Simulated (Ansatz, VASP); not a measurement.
One calculation of CdO, two programs

INCAR

```
SYSTEM = CdO
PREC = Accurate
ENCUT = 600
EDIFF = 1E-6
ISMEAR = 0
SIGMA = 0.1
LREAL = .FALSE.
LASPH = .TRUE.
NELM = 120
ALGO = Normal
ISIF = 2
LWAVE = .FALSE.
LCHARG = .FALSE.
GGA = PS
NBANDS = 16
GGA_COMPAT = .FALSE.
```

KPOINTS

```
regular mesh
0
G
  6 6 6
  0 0 0
```

File POSCAR:

```
CdO
1.0
    0.0000000000      2.4278076340      2.4278076340
    2.4278076340      0.0000000000      2.4278076340
    2.4278076340      2.4278076340      0.0000000000
Cd O
1 1
Direct
    0.0000000000      0.0000000000      0.0000000000
    0.5000000000      0.5000000000      0.5000000000
```

Input for Ansatz:

```yaml
crystal:
  lattice:
    - [0.0, 2.427807634, 2.427807634]
    - [2.427807634, 0.0, 2.427807634]
    - [2.427807634, 2.427807634, 0.0]
  atoms:
    - { symbol: Cd, position: [0.0, 0.0, 0.0] }
    - { symbol: O, position: [0.5, 0.5, 0.5] }
basis:
  ecutwfc: 420
kpoints:
  mp_grid: { grid: [6, 6, 6] }
hamiltonian:
  xc: pbesol
scf:
  occupations: { method: gaussian, width: 0.1 }
output:
  forces: true
  stress: true
  eigenvalues: true
```

Alike in both runs: task single point; functional PBEsol; k mesh 6 × 6 × 6; occupations gaussian, width 0.1 eV; no spin polarisation.

|  | VASP | Ansatz |
| --- | --- | --- |
| version | VASP 6.6.1 | Ansatz 0.2.0 |
| potentials or method | VASP PAW PBE potentials, release 64 (Cd, O), cutoff 600 eV | scalar-relativistic, plane waves, PAW |
| valence electrons in the cell | 18 | 26 |

```csv
,VASP,Ansatz,Ansatz less VASP
gap on the k mesh at the Fermi level (eV),none,none,-
pressure (GPa),-11.0,-11.7,-0.75
```

VASP's potentials were made for PBE, not for PBEsol. A gap of «none» marks a metal or a gap that the smearing closes. VASP's potentials hold 18 valence electrons a cell and Ansatz's 26, so a difference there can come from the potentials and not from the codes.

The k mesh is coarse, so the values compare programs but aren't converged.
